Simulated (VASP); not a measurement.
# Mo in VASP: relaxation of the atoms with PBEsol

Aim: the relaxation of the atoms of Mo with PBEsol.

Everything below comes from runs of VASP 6.6.1. Logs are shortened: lines on timing, memory, paths and dates and some standing lists are left out, and cuts for length are marked.

## Step 1: The cell of the first run

The cell holds a slab with vacuum, 6 atoms: a = 4.426 Å, b = 4.426 Å, c = 18.517 Å, α = 90.00°, β = 90.00°, γ = 120.00°.

## Step 2: Relaxation of the atoms, PBEsol

INCAR

```
SYSTEM = Mo
ALGO     = Fast           ! electronic algorithm
DIPOL    = 0.5 0.5 0.500
EDIFF    = 1E-6           ! SCF threshold, eV
EDIFFG   = -0.03          ! ionic threshold
ENCUT    = 520            ! plane-wave cutoff, eV
GGA      = PS             ! functional
IBRION   = 2              ! ionic algorithm
IDIPOL   = 3            
ISIF     = 2              ! what is computed and relaxed
ISMEAR   = 0              ! smearing method
LASPH    = .True.         ! aspherical terms in the spheres
LCHARG   = .False.        ! write CHGCAR
LDIPOL   = .True.       
LREAL    = .False.        ! projectors in reciprocal space
LWAVE    = .False.        ! write WAVECAR
NELM     = 80             ! most SCF steps
NSW      = 70             ! ionic steps
PREC     = Accurate       ! precision mode
SIGMA    = 0.1            ! smearing width, eV
```

KPOINTS

```
k-points
0
Gamma
  9 9 1
  0 0 0
```

POSCAR

```
Mo
1.0
    4.4256825775      0.0000000000      0.0000000000
   -2.2128412887      3.8327535412      0.0000000000
    0.0000000000      0.0000000000     18.5169433660
Mo
6
Selective dynamics
Direct
    0.6666666667      0.3333333333      0.3780321547  F F F
    0.3333333333      0.6666666667      0.4268192928  F F F
    0.0000000000      0.0000000000      0.4756064309  F F F
    0.6666666667      0.3333333333      0.5243935691  T T T
    0.3333333333      0.6666666667      0.5731807072  T T T
    0.0000000000      0.0000000000      0.6219678453  T T T
```

Potentials or basis: VASP PAW PBE potentials, release 64 (Mo_sv).

Started as:

```console
$ cat potpaw_PBE.64/Mo_sv/POTCAR > POTCAR
$ mpirun -np 1 vasp_std > vasp.out
```

OUTCAR:

```text
SYSTEM = Mo
   EDIFF = 1E-6
   EDIFFG = -0.03
   ENCUT = 520
   GGA = PS
   IBRION = 2
   ISIF = 2
   ISMEAR = 0
   LASPH = .True.
   LREAL = .False.
   NELM = 80
   NSW = 70
   PREC = Accurate

 ion  position               nearest neighbor table
   1  0.667  0.333  0.378-   2 2.71   2 2.71   2 2.71   4 2.71   3 3.13   3 3.13   3 3.13
   2  0.333  0.667  0.427-   3 2.71   1 2.71   1 2.71   3 2.71   3 2.71   1 2.71   5 2.71   4 3.13
                             4 3.13   4 3.13
   3  0.000  0.000  0.476-   2 2.71   2 2.71   2 2.71   4 2.71   4 2.71   4 2.71   6 2.71   1 3.13
                             1 3.13   1 3.13   5 3.13   5 3.13   5 3.13
   4  0.667  0.333  0.524-   5 2.71   5 2.71   3 2.71   5 2.71   3 2.71   3 2.71   1 2.71   6 3.13
                             6 3.13   6 3.13   2 3.13   2 3.13   2 3.13
   5  0.333  0.667  0.573-   6 2.71   4 2.71   4 2.71   6 2.71   6 2.71   4 2.71   2 2.71   3 3.13
                             3 3.13   3 3.13
   6  0.000  0.000  0.622-   5 2.71   5 2.71   5 2.71   3 2.71   4 3.13   4 3.13   4 3.13

  LATTYP: Found a hexagonal cell.
 ALAT       =     4.4256825775
 C/A-ratio  =     4.1839745715

  Lattice vectors:

 A1 = (   4.4256825775,   0.0000000000,   0.0000000000)
 A2 = (  -2.2128412887,   3.8327535412,   0.0000000000)
 A3 = (   0.0000000000,   0.0000000000,  18.5169433660)

Analysis of symmetry for initial positions (statically):
=====================================================================
 Subroutine PRICEL returns:
 Original cell was already a primitive cell.

 Routine SETGRP: Setting up the symmetry group for a
 hexagonal supercell.

 Subroutine GETGRP returns: Found 12 space group operations
 (whereof  6 operations were pure point group operations)
 out of a pool of 24 trial point group operations.

The static configuration has the point symmetry C_3v.
 The point group associated with its full space group is D_3d.

Analysis of symmetry for dynamics (positions and initial velocities):
=====================================================================
 Subroutine PRICEL returns:
 Original cell was already a primitive cell.

 Routine SETGRP: Setting up the symmetry group for a
 hexagonal supercell.

 Subroutine GETGRP returns: Found 12 space group operations
 (whereof  6 operations were pure point group operations)
 out of a pool of 24 trial point group operations.

The dynamic configuration has the point symmetry C_3v.
 The point group associated with its full space group is D_3d.

Analysis of constrained symmetry for selective dynamics:
=====================================================================
 Subroutine PRICEL returns:
 Original cell was already a primitive cell.

 Routine SETGRP: Setting up the symmetry group for a
 hexagonal supercell.

 Subroutine GETGRP returns: Found  6 space group operations
 (whereof  6 operations were pure point group operations)
 out of a pool of 24 trial point group operations.

The constrained configuration has the point symmetry C_3v.

 Subroutine INISYM returns: Found  6 space group operations
 (whereof  6 operations are pure point group operations),
 and found     1 'primitive' translations

----------------------------------------------------------------------------------------

                                     Primitive cell

  volume of cell :     314.0946

  direct lattice vectors                    reciprocal lattice vectors
     4.425682577  0.000000000  0.000000000     0.225953846  0.130454514  0.000000000
    -2.212841289  3.832753541  0.000000000     0.000000000  0.260909028  0.000000000
     0.000000000  0.000000000 18.516943366     0.000000000  0.000000000  0.054004594

  length of vectors
     4.425682577  4.425682577 18.516943366     0.260909028  0.260909028  0.054004594

  position of ions in fractional coordinates (direct lattice)
     0.666666667  0.333333333  0.378032155
     0.333333333  0.666666667  0.426819293
     0.000000000  0.000000000  0.475606431
     0.666666667  0.333333333  0.524393569
     0.333333333  0.666666667  0.573180707
     0.000000000  0.000000000  0.621967845

  ion indices of the primitive-cell ions
   primitive index   ion index
                 1           1
                 2           2
                 3           3
                 4           4
                 5           5
                 6           6

----------------------------------------------------------------------------------------

 KPOINTS: k-points

Automatic generation of k-mesh.
 Grid dimensions read from file:
 generate k-points for:    9    9    1

 Generating k-lattice:

  Cartesian coordinates                     Fractional coordinates (reciprocal lattice)
     0.025105983  0.014494946  0.000000000     0.111111111 -0.000000000  0.000000000
     0.000000000  0.028989892  0.000000000     0.000000000  0.111111111  0.000000000
     0.000000000  0.000000000  0.054004594     0.000000000  0.000000000  1.000000000

  Length of vectors
     0.028989892  0.028989892  0.054004594

  Shift w.r.t. Gamma in fractional coordinates (k-lattice)
     0.000000000  0.000000000  0.000000000

 Subroutine IBZKPT returns following result:
 ===========================================

 Found     12 irreducible k-points:

 Following reciprocal coordinates:
            Coordinates               Weight
  0.000000  0.000000  0.000000      1.000000
  0.111111 -0.000000  0.000000      6.000000
  0.222222  0.000000  0.000000      6.000000
  0.333333 -0.000000  0.000000      6.000000
  0.444444  0.000000  0.000000      6.000000
  0.111111  0.111111  0.000000      6.000000
  0.222222  0.111111  0.000000     12.000000
  0.333333  0.111111  0.000000     12.000000
  0.444444  0.111111  0.000000      6.000000
  0.222222  0.222222  0.000000      6.000000
  0.333333  0.222222  0.000000     12.000000
  0.333333  0.333333  0.000000      2.000000
   k-points           NKPTS =     12   k-points in BZ     NKDIM =     12   number of bands    NBANDS=     50
   number of dos      NEDOS =    301   number of ions     NIONS =      6
   total plane-waves  NPLWV = 181440
   dimension x,y,z NGX =    36 NGY =   36 NGZ =  140
   dimension x,y,z NGXF=    72 NGYF=   72 NGZF=  280
   ions per type =               6
   NGX,Y,Z   is equivalent  to a cutoff of  13.52, 13.52, 12.57 a.u.
   NGXF,Y,Z  is equivalent  to a cutoff of  27.05, 27.05, 25.14 a.u.
 SYSTEM =  Mo
   PREC   = accura    normal or accurate (medium, high low for compatibility)
   ISTART =      0    job   : 0-new  1-cont  2-samecut
   ICHARG =      2    charge: 1-file 2-atom 10-const
   ISPIN  =      1    spin polarized calculation?
   LNONCOLLINEAR =      F non collinear calculations
   LSORBIT =      F    spin-orbit coupling
   LASPH  =      T    aspherical Exc in radial PAW
   ENCUT  =  520.0 eV  38.22 Ry    6.18 a.u.   8.23  8.23 34.43*2*pi/ulx,y,z
   NELM   =     80;   NELMIN=  2; NELMDL= -5     # of ELM steps
   EDIFF  = 0.1E-05   stopping-criterion for ELM
   LREAL  =      F    real-space projection
   EDIFFG = -.3E-01   stopping-criterion for IOM
   NSW    =     70    number of steps for IOM
   IBRION =      2    ionic relax: 0-MD 1-quasi-New 2-CG
   NFREE  =      1    steps in history (QN), initial steepest desc. (CG)
   ISIF   =      2    stress and relaxation
   ISYM   =      2    0-nonsym 1-usesym 2-fastsym
   POTIM  = 0.5000    time-step for ionic-motion
   TEBEG  =    0.0;   TEEND  =   0.0 temperature during run
   PSTRESS=    0.0 pullay stress
   NELECT =      84.0000    total number of electrons
   NUPDOWN=      -1.0000    fix difference up-down
   EMIN   =  10.00;   EMAX   =-10.00  energy-range for DOS
   EFERMI =   0.00;   METHOD = LEGACY
   ISMEAR =     0;   SIGMA  =   0.10  broadening in eV -4-tet -1-fermi 0-gaus
   EFERMI_NEDOS =   21; number of points for ismear=-14 and -15
   IALGO  =     68    algorithm
   IMIX   =      4    mixing-type and parameters
     AMIX     =   0.40;   BMIX     =  1.00
     AMIX_MAG =   1.60;   BMIX_MAG =  1.00
  volume/ion in A,a.u.               =      52.35       353.27
  Fermi-wavevector in a.u.,A,eV,Ry     =   1.054746  1.993180 15.136326  1.112489
  Thomas-Fermi vector in A             =   2.189918
   LORBIT       =      0    0 simple, 1 ext, 2 COOP (PROOUT), +10 PAW based schemes
   GGA     = PS    functional components
   LHFCALC =     F    Hartree Fock is set to
   AEXX    =    0.0000 exact exchange contribution
   IVDW    =     0    specifies the selected vdW correction
   LEPSILON=     F    determine dielectric tensor
   LRPA    =     F    only Hartree local field effects (RPA)
 conjugate gradient relaxation of ions
 non-spin polarized calculation
 RMM-DIIS sequential band-by-band and
 Gauss-broadening in eV      SIGMA  =   0.10
  energy-cutoff  :      520.00
  volume of cell :      314.09
 maximum number of plane-waves:      8487
 NGX is ok and might be reduce to    36
   NGX = 17   NGY = 17   NGZ = 69

--------------------------------------- Ionic step        1  -------------------------------------------

 number of electron      84.0000011 magnetization

 Free energy of the ion-electron system (eV)
  ---------------------------------------------------
  ext. energy  EPLUGINS =         0.00000000
  ---------------------------------------------------
  free energy    TOTEN  =       -62.77933715 eV

  energy without entropy =      -62.73349037  energy(sigma->0) =      -62.75641376

------------------------ aborting loop because EDIFF is reached ----------------------------------------

  FORCE on cell =-STRESS in cart. coord.  units (eV):
  Direction    XX          YY          ZZ          XY          YZ          ZX
  --------------------------------------------------------------------------------------
  -------------------------------------------------------------------------------------
  Total      -13.2928936    -13.2928936    -10.3862545     -0.0000000      0.0000000     -0.0000000
  in kB      -67.8062392    -67.8062392    -52.9796505     -0.0000000      0.0000000     -0.0000000
  external PRESSURE =     -62.8640429 kB  Pullay stress =       0.0000000 kB
[... 61 lines left out ...]
  FREE ENERGIE OF THE ION-ELECTRON SYSTEM (eV)
  ---------------------------------------------------
  free  energy   TOTEN  =       -62.9568086105 eV

  energy  without entropy=      -62.9118912271  energy(sigma->0) =      -62.93434992

 dipolmoment           0.000000      0.000000     -0.010067 electrons x Angstroem

--------------------------------------- Ionic step        3  -------------------------------------------

 number of electron      84.0000013 magnetization

------------------------ aborting loop because EDIFF is reached ----------------------------------------
[... 29 lines left out ...]
  FREE ENERGIE OF THE ION-ELECTRON SYSTEM (eV)
  ---------------------------------------------------
  free  energy   TOTEN  =       -63.0923632887 eV

  energy  without entropy=      -63.0471452461  energy(sigma->0) =      -63.06975427

 vacuum level on the upper side and lower side of the slab       (xc-potential included)        -0.033        -0.258

[... ionic steps 4 to 9 ...]

--------------------------------------- Ionic step       10  -------------------------------------------

 number of electron      84.0000015 magnetization

------------------------ aborting loop because EDIFF is reached ----------------------------------------
[... 75 lines left out ...]
--------------------------------------- Ionic step       12  -------------------------------------------

 number of electron      84.0000015 magnetization

 dipolmoment           0.000000      0.000000      0.018936 electrons x Angstroem

 Free energy of the ion-electron system (eV)
  ---------------------------------------------------
  ext. energy  EPLUGINS =         0.00000000
  ---------------------------------------------------
  free energy    TOTEN  =       -63.15491516 eV

  energy without entropy =      -63.11285308  energy(sigma->0) =      -63.13388412

 E-fermi :   1.0433     XC(G=0):  -5.1941

 val. band max:        0.9923636847   @ k =   0.2222   0.2222   0.0000
 cond. band min:       1.0453457258   @ k =   0.1111  -0.0000   0.0000
 fundamental gap:      0.0529820411
 Fermi energy:         1.0432598405

 k-point     1 :       0.0000    0.0000    0.0000
  band No.  band energies     occupation
      1     -60.0190      2.00000
      2     -59.7685      2.00000
      3     -59.7151      2.00000
      4     -59.6826      2.00000
      5     -59.5477      2.00000
      6     -59.4663      2.00000
[... 625 lines left out ...]
     49       2.3739      0.00000
     50       2.4417      0.00000

------------------------ aborting loop because EDIFF is reached ----------------------------------------

 vacuum level on the upper side and lower side of the slab       (xc-potential included)         0.088        -0.108

  FORCE on cell =-STRESS in cart. coord.  units (eV):
  Direction    XX          YY          ZZ          XY          YZ          ZX
  --------------------------------------------------------------------------------------
  -------------------------------------------------------------------------------------
  Total       -6.6332281     -6.6332281     -2.8660433     -0.0000000      0.0000000      0.0000000
  in kB      -33.8356917    -33.8356917    -14.6195122     -0.0000000      0.0000000      0.0000000
  external PRESSURE =     -27.4302985 kB  Pullay stress =       0.0000000 kB
[... 21 lines left out ...]
  FREE ENERGIE OF THE ION-ELECTRON SYSTEM (eV)
  ---------------------------------------------------
  free  energy   TOTEN  =       -63.1549151632 eV

  energy  without entropy=      -63.1128530808  energy(sigma->0) =      -63.13388412

 reached required accuracy - stopping structural energy minimisation

 vacuum level on the upper side and lower side of the slab         5.009         4.807
```

It took 38 min on 1 thread of Oxide Virtual Turin-like, shared host; peak memory 0.5 GiB.

Results:

* Free energy: -63.1549 eV
* Energy gained by relaxing: 62.6 meV/atom
* Ionic steps: 12
* Band gap on the k mesh: zero (bands 42 and 43 overlap by 0.12 eV)

The path:
```tsv
step	energy change (eV)	largest force on free atoms (eV/Å)	pressure (GPa)
1	0.0000	2.0132	-6.29
2	-0.1775	1.3242	-5.46
3	-0.3130	1.0324	-3.52
4	-0.3141	1.0099	-3.73
5	-0.3624	0.2860	-3.12
6	-0.3665	0.2865	-2.87
7	-0.3716	0.1895	-2.89
8	-0.3744	0.1342	-2.90
9	-0.3744	0.1486	-2.90
10	-0.3754	0.0716	-2.77
11	-0.3754	0.0493	-2.80
12	-0.3756	0.0111	-2.74
```

Final structure:
```
Mo
1.0
     4.42568    0.00000    0.00000
    -2.21284    3.83275    0.00000
     0.00000    0.00000   18.51694
Mo
6
Direct
  0.66667 0.33333 0.37803
  0.33333 0.66667 0.42682
  0.00000 0.00000 0.47561
  0.66667 0.33333 0.52084
  0.33333 0.66667 0.56416
  0.00000 0.00000 0.60659
```

Levels at points of the mesh, in eV from the Fermi level:
| k point | band 40 | band 41 | band 42 | band 43 | band 44 | band 45 |
| --- | --- | --- | --- | --- | --- | --- |
| (0.00, 0.00, 0.00) | -1.25 | -1.25 | -0.97 | -0.08 | 1.21 | 1.21 |

Caveat: the PAW data sets were made with another functional, which shifts forces and pressure a little.
